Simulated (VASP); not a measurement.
Si22GeC24 (a cell with a defect): single point with PBE

The system is Si22GeC24 (a cell with a defect).

```
Si C Ge
1.0
    -3.08100   -5.33645    0.00000
     4.62150   -2.66822    0.00000
     0.00000    0.00000   15.12480
Si C Ge
22 24 1
Direct
  0.75019 0.50415 0.99870
  0.74889 0.49618 0.50184
  0.49865 0.34332 0.16459
  0.50044 0.66261 0.66845
  0.49578 0.66024 0.33078
  0.50107 0.33070 0.83319
  0.50015 0.00489 0.99879
  0.49296 0.99406 0.50382
  0.25078 0.84018 0.16361
  0.25038 0.16441 0.66993
  0.25472 0.18228 0.32431
  0.25011 0.83022 0.83337
  0.25053 0.50598 0.99853
  0.25101 0.49529 0.50388
  0.00207 0.34135 0.16353
  0.99968 0.66268 0.66800
  0.99917 0.33071 0.83314
  0.00028 0.00369 0.99886
  0.00723 0.99650 0.50453
  0.74831 0.83621 0.16617
  0.74975 0.16214 0.66650
  0.75011 0.83145 0.83269
  0.50069 0.33830 0.03950
  0.49975 0.66209 0.54428
  0.49774 0.67276 0.20736
  0.50154 0.33100 0.70908
  0.74116 0.53213 0.37979
  0.75021 0.50011 0.87427
  0.25085 0.83799 0.04014
  0.25079 0.16642 0.54706
  0.25033 0.17430 0.20363
  0.25001 0.83052 0.70919
  0.43513 0.97015 0.38249
  0.50044 0.99907 0.87427
  0.00001 0.33718 0.03871
  0.00020 0.66202 0.54320
  0.00118 0.67287 0.20225
  0.99864 0.33084 0.70876
  0.25529 0.49252 0.37833
  0.25014 0.49821 0.87410
  0.74960 0.83831 0.04024
  0.74958 0.15982 0.53865
  0.75028 0.17489 0.19319
  0.75024 0.83142 0.70841
  0.06640 0.98163 0.38358
  0.99992 0.99880 0.87423
  0.99761 0.66078 0.33000
```

* Program: VASP 6.6.1
* Task: single point
* Functional: PBE
* Potentials or basis: VASP PAW PBE potentials, release 64 (Si, C, Ge_d)
* Cutoff: 520 eV
* k mesh: 2 × 2 × 1
* Occupations: gaussian, width 0.02 eV
* Spin: no spin polarisation
* Dipole correction: no
* Charge: 2
* Further INCAR settings: LREAL = Auto; ALGO = Normal; EDIFF = 1e-06; NBANDS = 128; NELECT = 196.0

```yaml
Largest_force: 0.032 eV/Å
```

Forces on the atoms (eV/Å):
```
Si   0.000 -0.001  0.005
Si   0.002  0.001 -0.012
Si  -0.001 -0.001 -0.003
Si  -0.007 -0.001  0.000
Si  -0.004  0.003  0.005
Si  -0.003  0.002 -0.007
Si   0.003  0.002 -0.001
Si  -0.007  0.007 -0.013
Si  -0.003  0.005 -0.010
Si   0.007  0.000  0.011
Si   0.005 -0.020  0.007
Si  -0.004  0.001 -0.005
Si   0.004  0.001  0.004
Si   0.002 -0.012 -0.009
Si   0.006 -0.001  0.002
Si  -0.001  0.000  0.006
Si  -0.003  0.001 -0.005
Si   0.002 -0.003  0.002
Si  -0.003  0.000 -0.012
Si  -0.005 -0.004  0.002
Si   0.002 -0.003 -0.001
Si  -0.004  0.000 -0.006
C   -0.010  0.002 -0.005
C    0.006 -0.004  0.010
C    0.000 -0.006  0.014
C    0.003  0.001  0.011
C    0.013 -0.011 -0.014
C    0.003  0.000  0.000
C    0.002  0.007 -0.004
C   -0.001  0.007  0.002
C   -0.003 -0.003  0.007
C    0.002 -0.002  0.006
C   -0.006 -0.002 -0.004
C    0.003 -0.002 -0.003
C    0.001  0.003 -0.008
C   -0.002  0.000  0.002
C   -0.004  0.009  0.007
C   -0.001  0.000  0.013
C   -0.002 -0.005 -0.005
C    0.002  0.001 -0.001
C   -0.001 -0.005 -0.013
C   -0.001  0.008 -0.003
C    0.004  0.002 -0.006
C    0.005 -0.003  0.013
C   -0.005  0.027  0.016
C    0.002  0.000 -0.003
Ge   0.003 -0.001  0.003
```

Levels at points of the mesh, in eV from the Fermi level:
```
           k point  band 96  band 97  band 98  band 99  band 100  band 101
(0.00, 0.00, 0.00)    -0.30    -0.03     0.04     0.34      0.43      2.18
(0.50, 0.00, 0.00)    -0.62    -0.37    -0.07     0.04      0.30      1.54
(0.00, 0.50, 0.00)    -0.66    -0.56    -0.45     0.03      0.24      2.18
(0.50, 0.50, 0.00)    -0.96    -0.80    -0.75    -0.32      0.45      1.88
```

It took 9.5 min on 1 thread of Intel(R) Xeon(R) Platinum 8259CL CPU @ 2.50GHz (Skylake/Cascade Lake) (shared host), peak memory 0.56 GiB.

Caveat: the k points lie up to 0.59 Å⁻¹ apart; the cell carries a net charge on a neutralising background, which shifts energy and pressure; the cell is charged against a uniform background, so pressure and absolute levels hang on convention.
